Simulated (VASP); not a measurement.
# Nb16H (a cell with a defect) in VASP: notebook

The runs below take Nb16H (a cell with a defect) through single point, with PBEsol.

All numbers are computed with VASP 6.6.1; they aren't measurements. Logs are shortened: lines on timing, memory, paths and dates and some standing lists are left out, and cuts for length are marked.

## 1. The cell of the first run

The cell holds a defect, 17 atoms: a = 6.600 Å, b = 6.600 Å, c = 6.600 Å, α = 90.00°, β = 90.00°, γ = 90.00°.

## 2. Single point, PBEsol

INCAR reads:

```
SYSTEM = Nb16H
  PREC = Accurate
  ENCUT = 520
  EDIFF = 1E-7
  ISMEAR = 0
  SIGMA = 0.1
  LREAL = Auto
  LASPH = .True.
  NELM = 100
  ALGO = Normal
  ISIF = 2
  LWAVE = .False.
  LCHARG = .False.
  GGA = PS
  NBANDS = 118
```

KPOINTS reads:

```
regular mesh
0
Gamma
  3 3 3
  0 0 0
```

POSCAR reads:

```
Nb16H
1.0
    6.6000000000      0.0000000000      0.0000000000
    0.0000000000      6.6000000000      0.0000000000
    0.0000000000      0.0000000000      6.6000000000
Nb H
16 1
Direct
   -0.0004043939      0.0022498485      0.0003592424
    0.4998871212      0.0022489394      0.0003528788
   -0.0011021212      0.5026596970     -0.0004618182
    0.0089515152     -0.0063592424      0.5010080303
    0.2497443939      0.2496036364      0.2501718182
    0.5005942424      0.5026645455     -0.0004669697
    0.4905257576     -0.0063606061      0.5010056061
    0.7497374242      0.2562686364      0.2427527273
    0.0003342424      0.4996946970      0.4998984848
    0.2497433333      0.7485081818      0.2512306061
    0.2497407576      0.2486353030      0.7505006061
    0.4991483333      0.4997037879      0.4998974242
    0.7497443939      0.7502254545      0.2490883333
    0.7497383333      0.2526231818      0.7510925758
    0.2497401515      0.7475971212      0.7520150000
    0.7497462121      0.7492575758      0.7515577273
    0.7497374242      0.1068675758      0.4887810606
```

Potentials or basis: VASP PAW PBE potentials, release 64 (Nb_sv, H).

Command:

```console
> cat potpaw_PBE.64/Nb_sv/POTCAR potpaw_PBE.64/H/POTCAR > POTCAR
> mpirun -np 1 vasp_std > vasp.out
```

OUTCAR:

```text
SYSTEM = Nb16H
   PREC = Accurate
   ENCUT = 520
   EDIFF = 1E-7
   ISMEAR = 0
   LREAL = Auto
   LASPH = .True.
   NELM = 100
   ISIF = 2
   GGA = PS

 ion  position               nearest neighbor table
   1  1.000  0.002  0.000-  11 2.84   8 2.84   5 2.85  14 2.86  13 2.86  16 2.86  15 2.87  10 2.88

   2  0.500  0.002  0.000-  11 2.84   8 2.84   5 2.85  14 2.86  13 2.86  16 2.86  15 2.87  10 2.88

   3  0.999  0.503  1.000-   8 2.82  15 2.83  16 2.83  13 2.84  14 2.85  10 2.85  11 2.87   5 2.88

   4  0.009  0.994  0.501-  17 1.87  10 2.80  15 2.81  11 2.84   5 2.85  16 2.87  13 2.88  14 2.93
                             8 2.97
   5  0.250  0.250  0.250-   1 2.85   2 2.85   7 2.85   4 2.85   9 2.85  12 2.85   3 2.88   6 2.88

   6  0.501  0.503  1.000-   8 2.82  15 2.83  16 2.83  13 2.84  14 2.85  10 2.85  11 2.87   5 2.88

   7  0.491  0.994  0.501-  17 1.87  10 2.80  15 2.81  11 2.84   5 2.85  16 2.87  13 2.88  14 2.93
                             8 2.97
   8  0.750  0.256  0.243-  17 1.90   6 2.82   3 2.82   2 2.84   1 2.84   9 2.86  12 2.86   7 2.97
                             4 2.97
   9  0.000  0.500  0.500-  10 2.85  14 2.85   5 2.85  15 2.86  11 2.86   8 2.86  16 2.86  13 2.87

  10  0.250  0.749  0.251-   7 2.80   4 2.80  12 2.85   9 2.85   3 2.85   6 2.85   1 2.88   2 2.88

  11  0.250  0.249  0.751-   7 2.84   4 2.84   2 2.84   1 2.84   9 2.86  12 2.86   3 2.87   6 2.87

  12  0.499  0.500  0.500-  10 2.85  14 2.85   5 2.85  15 2.86  11 2.86   8 2.86  16 2.86  13 2.87

  13  0.750  0.750  0.249-   6 2.84   3 2.84   1 2.86   2 2.86  12 2.87   9 2.87   4 2.88   7 2.88

  14  0.750  0.253  0.751-   6 2.85   3 2.85   9 2.85  12 2.85   2 2.86   1 2.86   4 2.93   7 2.93

  15  0.250  0.748  0.752-   7 2.81   4 2.81   3 2.83   6 2.83  12 2.86   9 2.86   2 2.87   1 2.87

  16  0.750  0.749  0.752-   6 2.83   3 2.83   1 2.86   2 2.86   9 2.86  12 2.86   4 2.87   7 2.87

  17  0.750  0.107  0.489-   7 1.87   4 1.87   8 1.90

  LATTYP: Found a simple cubic cell.
 ALAT       =     6.6000000000

  Lattice vectors:

 A1 = (   6.6000000000,   0.0000000000,   0.0000000000)
 A2 = (   0.0000000000,   6.6000000000,   0.0000000000)
 A3 = (   0.0000000000,   0.0000000000,   6.6000000000)

Analysis of symmetry for initial positions (statically):
=====================================================================
 Subroutine PRICEL returns:
 Original cell was already a primitive cell.

 Routine SETGRP: Setting up the symmetry group for a
 simple cubic supercell.

 Subroutine GETGRP returns: Found  1 space group operations
 (whereof  1 operations were pure point group operations)
 out of a pool of 48 trial point group operations.

The static configuration has the point symmetry C_1 .

Analysis of symmetry for dynamics (positions and initial velocities):
=====================================================================
 Subroutine PRICEL returns:
 Original cell was already a primitive cell.

 Routine SETGRP: Setting up the symmetry group for a
 simple cubic supercell.

 Subroutine GETGRP returns: Found  1 space group operations
 (whereof  1 operations were pure point group operations)
 out of a pool of 48 trial point group operations.

The dynamic configuration has the point symmetry C_1 .

 Subroutine INISYM returns: Found  1 space group operations
 (whereof  1 operations are pure point group operations),
 and found     1 'primitive' translations

----------------------------------------------------------------------------------------

                                     Primitive cell

  volume of cell :     287.4960

  direct lattice vectors                    reciprocal lattice vectors
     6.600000000  0.000000000  0.000000000     0.151515152  0.000000000  0.000000000
     0.000000000  6.600000000  0.000000000     0.000000000  0.151515152  0.000000000
     0.000000000  0.000000000  6.600000000     0.000000000  0.000000000  0.151515152

  length of vectors
     6.600000000  6.600000000  6.600000000     0.151515152  0.151515152  0.151515152

  position of ions in fractional coordinates (direct lattice)
     0.999595606  0.002249848  0.000359242
     0.499887121  0.002248939  0.000352879
     0.998897879  0.502659697  0.999538182
     0.008951515  0.993640758  0.501008030
     0.249744394  0.249603636  0.250171818
     0.500594242  0.502664545  0.999533030
[... 9 lines left out ...]
     0.749746212  0.749257576  0.751557727
     0.749737424  0.106867576  0.488781061

  ion indices of the primitive-cell ions
   primitive index   ion index
                 1           1
                 2           2
                 3           3
                 4           4
                 5           5
                 6           6
[... 9 lines left out ...]
                16          16
                17          17

----------------------------------------------------------------------------------------

 KPOINTS: regular mesh

Automatic generation of k-mesh.
 Grid dimensions read from file:
 generate k-points for:    3    3    3

 Generating k-lattice:

  Cartesian coordinates                     Fractional coordinates (reciprocal lattice)
     0.050505051  0.000000000  0.000000000     0.333333333  0.000000000  0.000000000
     0.000000000  0.050505051  0.000000000     0.000000000  0.333333333  0.000000000
     0.000000000  0.000000000  0.050505051     0.000000000  0.000000000  0.333333333

  Length of vectors
     0.050505051  0.050505051  0.050505051

  Shift w.r.t. Gamma in fractional coordinates (k-lattice)
     0.000000000  0.000000000  0.000000000

 Subroutine IBZKPT returns following result:
 ===========================================

 Found     14 irreducible k-points:

 Following reciprocal coordinates:
            Coordinates               Weight
  0.000000  0.000000  0.000000      1.000000
  0.333333  0.000000  0.000000      2.000000
  0.000000  0.333333  0.000000      2.000000
  0.000000  0.000000  0.333333      2.000000
  0.333333  0.333333  0.000000      2.000000
  0.000000  0.333333  0.333333      2.000000
  0.333333  0.000000  0.333333      2.000000
 -0.333333  0.333333  0.000000      2.000000
 -0.333333  0.000000  0.333333      2.000000
  0.000000 -0.333333  0.333333      2.000000
  0.333333  0.333333  0.333333      2.000000
 -0.333333  0.333333  0.333333      2.000000
 -0.333333 -0.333333  0.333333      2.000000
  0.333333 -0.333333  0.333333      2.000000
   k-points           NKPTS =     14   k-points in BZ     NKDIM =     14   number of bands    NBANDS=    118
   number of dos      NEDOS =    301   number of ions     NIONS =     17
   total plane-waves  NPLWV = 125000
   dimension x,y,z NGX =    50 NGY =   50 NGZ =   50
   dimension x,y,z NGXF=   100 NGYF=  100 NGZF=  100
   ions per type =              16   1
   NGX,Y,Z   is equivalent  to a cutoff of  12.59, 12.59, 12.59 a.u.
   NGXF,Y,Z  is equivalent  to a cutoff of  25.19, 25.19, 25.19 a.u.
 SYSTEM =  Nb16H
   PREC   = accura    normal or accurate (medium, high low for compatibility)
   ISTART =      0    job   : 0-new  1-cont  2-samecut
   ICHARG =      2    charge: 1-file 2-atom 10-const
   ISPIN  =      1    spin polarized calculation?
   LNONCOLLINEAR =      F non collinear calculations
   LSORBIT =      F    spin-orbit coupling
   LASPH  =      T    aspherical Exc in radial PAW
   ENCUT  =  520.0 eV  38.22 Ry    6.18 a.u.  12.27 12.27 12.27*2*pi/ulx,y,z
   NELM   =    100;   NELMIN=  2; NELMDL= -5     # of ELM steps
   EDIFF  = 0.1E-06   stopping-criterion for ELM
   LREAL  =      T    real-space projection
   EDIFFG = 0.1E-05   stopping-criterion for IOM
   NSW    =      0    number of steps for IOM
   IBRION =     -1    ionic relax: 0-MD 1-quasi-New 2-CG
   NFREE  =      0    steps in history (QN), initial steepest desc. (CG)
   ISIF   =      2    stress and relaxation
   ISYM   =      2    0-nonsym 1-usesym 2-fastsym
   POTIM  = 0.5000    time-step for ionic-motion
   TEBEG  =    0.0;   TEEND  =   0.0 temperature during run
   PSTRESS=    0.0 pullay stress
   NELECT =     209.0000    total number of electrons
   NUPDOWN=      -1.0000    fix difference up-down
   EMIN   =  10.00;   EMAX   =-10.00  energy-range for DOS
   EFERMI =   0.00;   METHOD = LEGACY
   ISMEAR =     0;   SIGMA  =   0.10  broadening in eV -4-tet -1-fermi 0-gaus
   EFERMI_NEDOS =   21; number of points for ismear=-14 and -15
   IALGO  =     38    algorithm
   IMIX   =      4    mixing-type and parameters
     AMIX     =   0.40;   BMIX     =  1.00
     AMIX_MAG =   1.60;   BMIX_MAG =  1.00
  volume/ion in A,a.u.               =      16.91       114.12
  Fermi-wavevector in a.u.,A,eV,Ry     =   1.472018  2.781710 29.481589  2.166836
  Thomas-Fermi vector in A             =   2.587083
   LORBIT       =      0    0 simple, 1 ext, 2 COOP (PROOUT), +10 PAW based schemes
   GGA     = PS    functional components
   LHFCALC =     F    Hartree Fock is set to
   AEXX    =    0.0000 exact exchange contribution
   IVDW    =     0    specifies the selected vdW correction
   LEPSILON=     F    determine dielectric tensor
   LRPA    =     F    only Hartree local field effects (RPA)
 non-spin polarized calculation
 Gauss-broadening in eV      SIGMA  =   0.10
  energy-cutoff  :      520.00
  volume of cell :      287.50
 maximum number of plane-waves:      7809
 NGX is ok and might be reduce to    50
   NGX = 25   NGY = 25   NGZ = 25

 number of electron     209.0000022 magnetization

 Free energy of the ion-electron system (eV)
  ---------------------------------------------------
  ext. energy  EPLUGINS =         0.00000000
  ---------------------------------------------------
  free energy    TOTEN  =      -179.26880965 eV

  energy without entropy =     -179.21328171  energy(sigma->0) =     -179.24104568

 E-fermi :  11.1154     XC(G=0): -12.6726

 val. band max:       11.0961688915   @ k =   0.0000   0.3333   0.0000
 cond. band min:      11.1290006191   @ k =   0.0000  -0.3333   0.3333
 fundamental gap:      0.0328317276
 Fermi energy:        11.1153707289

 k-point     1 :       0.0000    0.0000    0.0000
  band No.  band energies     occupation
      1     -43.1158      2.00000
      2     -42.9294      2.00000
      3     -42.9216      2.00000
      4     -42.8954      2.00000
      5     -42.8917      2.00000
      6     -42.8801      2.00000
[... 108 lines left out ...]
    115      13.3954      0.00000
    116      13.4103      0.00000
[... 1545 lines left out ...]
    115      13.5253      0.00000
    116      13.5672      0.00000
 [bands above 116 left out]

------------------------ aborting loop because EDIFF is reached ----------------------------------------

  FORCE on cell =-STRESS in cart. coord.  units (eV):
  Direction    XX          YY          ZZ          XY          YZ          ZX
  --------------------------------------------------------------------------------------
  -------------------------------------------------------------------------------------
  Total       -5.9465696     -7.5042482     -7.5133869      0.0014909     -0.3625306     -0.0001588
  in kB      -33.1394490    -41.8201867    -41.8711152      0.0083084     -2.0203350     -0.0008849
  external PRESSURE =     -38.9435836 kB  Pullay stress =       0.0000000 kB

 VOLUME and BASIS-vectors are now :
 -----------------------------------------------------------------------------
  energy-cutoff  :      520.00
  volume of cell :      287.50
      direct lattice vectors                 reciprocal lattice vectors
     6.600000000  0.000000000  0.000000000     0.151515152  0.000000000  0.000000000
     0.000000000  6.600000000  0.000000000     0.000000000  0.151515152  0.000000000
     0.000000000  0.000000000  6.600000000     0.000000000  0.000000000  0.151515152

 POSITION                                       TOTAL-FORCE (eV/Angst)
 -----------------------------------------------------------------------------------
      6.59733      0.01485      0.00237        -0.000443     -0.009084     -0.014834
      3.29925      0.01484      0.00233         0.000499     -0.009469     -0.014362
      6.59273      3.31755      6.59695         0.002254     -0.012885     -0.010828
      0.05908      6.55803      3.30665        -0.028854     -0.030978     -0.035531
      1.64831      1.64738      1.65113         0.000140     -0.021027     -0.016409
      3.30392      3.31759      6.59692        -0.002983     -0.013065     -0.010506
[... 9 lines left out ...]
      4.94832      4.94510      4.96028        -0.000452     -0.007643     -0.029480
      4.94827      0.70533      3.22595        -0.000073      0.271707      0.220449
 -----------------------------------------------------------------------------------
    total drift:                                0.002458      0.006584     -0.000217

  FREE ENERGIE OF THE ION-ELECTRON SYSTEM (eV)
  ---------------------------------------------------
  free  energy   TOTEN  =      -179.2688096473 eV

  energy  without entropy=     -179.2132817133  energy(sigma->0) =     -179.24104568
```

Wall time 15 min (1 thread of Intel Xeon 6975P-C (Granite Rapids), shared host); peak memory 0.52 GiB.

Results:

* Free energy: -179.2688 eV
* Pressure: -3.9 GPa
* Largest force: 0.350 eV/Å

Forces on the atoms (eV/Å):
```
Nb   0.000 -0.009 -0.015
Nb   0.000 -0.009 -0.014
Nb   0.002 -0.013 -0.011
Nb  -0.029 -0.031 -0.036
Nb   0.000 -0.021 -0.016
Nb  -0.003 -0.013 -0.011
Nb   0.029 -0.031 -0.035
Nb   0.001 -0.030 -0.001
Nb   0.015 -0.012 -0.011
Nb   0.000 -0.022 -0.010
Nb   0.000 -0.030 -0.020
Nb  -0.013 -0.012 -0.011
Nb   0.000 -0.018 -0.011
Nb   0.000  0.012  0.022
Nb  -0.001 -0.024 -0.011
Nb   0.000 -0.008 -0.029
H    0.000  0.272  0.220
```

Stress tensor (GPa, compression positive):
```
-3.31  0.00  0.00
 0.00 -4.18 -0.20
 0.00 -0.20 -4.19
```

Caveat: the PAW data sets were made with another functional, which shifts forces and pressure a little.

## 3. Single point, PBEsol

INCAR reads:

```
  PREC = Accurate
  ENCUT = 520
  EDIFF = 1E-6
  ISMEAR = 0
  SIGMA = 0.1
  LREAL = Auto
  LASPH = T
  NELM = 100
  ALGO = Normal
  ISIF = 2
  LWAVE = F
  LCHARG = T
  GGA = PS
  LELF = T
  LVHAR = T
  NBANDS = 118
```

KPOINTS reads:

```
regular mesh
0
Gamma
  3 3 3
```

POSCAR reads:

```
Nb16H
1.0
    6.6000000000      0.0000000000      0.0000000000
    0.0000000000      6.6000000000      0.0000000000
    0.0000000000      0.0000000000      6.6000000000
Nb H
16 1
Direct
    0.0004131818      0.0003492424      0.0004453030
    0.4992284848      0.0003500000      0.0004360606
   -0.0010251515      0.5007106061     -0.0025187879
    0.0090366667     -0.0007648485      0.5064980303
    0.2498237879      0.2500734848      0.2505346970
    0.5006759091      0.5007157576     -0.0025236364
    0.4906004545     -0.0007625758      0.5064989394
    0.7498171212      0.2574943939      0.2438703030
   -0.0003251515      0.4998856061      0.4978921212
    0.2498200000      0.7497454545      0.2515057576
    0.2498234848      0.2490137879      0.7516293939
    0.4999674242      0.4998919697      0.4978922727
    0.7498180303      0.7491627273      0.2475213636
    0.7498242424      0.2511586364      0.7499159091
    0.2498200000      0.7482260606      0.7525415152
    0.7498259091      0.7486884848      0.7508856061
    0.7498166667      0.0114953030      0.3933109091
```

Potentials or basis: VASP PAW PBE potentials, release 64 (Nb_sv, H).

Command:

```console
> cat potpaw_PBE.64/Nb_sv/POTCAR potpaw_PBE.64/H/POTCAR > POTCAR
> mpirun -np 1 vasp_std > vasp.out
```

It took 19 min on 1 thread of AMD EPYC 7R43 (Zen 3), shared host; peak memory 0.47 GiB.

Results (log left out):

- Free energy: -179.2687 eV
- Pressure: -3.9 GPa
- Largest force: 0.350 eV/Å

Forces on the atoms (eV/Å):
```
Nb   0.014  0.010  0.011
Nb  -0.014  0.011  0.012
Nb   0.003  0.011  0.012
Nb  -0.029  0.036  0.032
Nb   0.001  0.016  0.021
Nb  -0.004  0.011  0.012
Nb   0.029  0.036  0.032
Nb   0.000  0.001  0.030
Nb   0.000  0.014  0.010
Nb   0.000  0.020  0.030
Nb   0.000  0.010  0.022
Nb   0.000  0.014  0.010
Nb   0.000 -0.022 -0.011
Nb   0.000  0.012  0.017
Nb   0.000  0.011  0.024
Nb   0.000  0.029  0.008
H    0.000 -0.221 -0.272
```

Stress tensor (GPa, compression positive):
```
-3.31  0.00  0.00
 0.00 -4.19 -0.20
 0.00 -0.20 -4.18
```

Levels at points of the mesh, in eV from the Fermi level:
```tsv
k point	band 99	band 100	band 101	band 102	band 103	band 104	band 105	band 106	band 107	band 108
(0.00, 0.00, 0.00)	0.36	0.37	0.67	0.87	0.90	0.91	0.93	0.94	0.96	1.00
```

Caveat: the PAW data sets were made with another functional, which shifts forces and pressure a little.
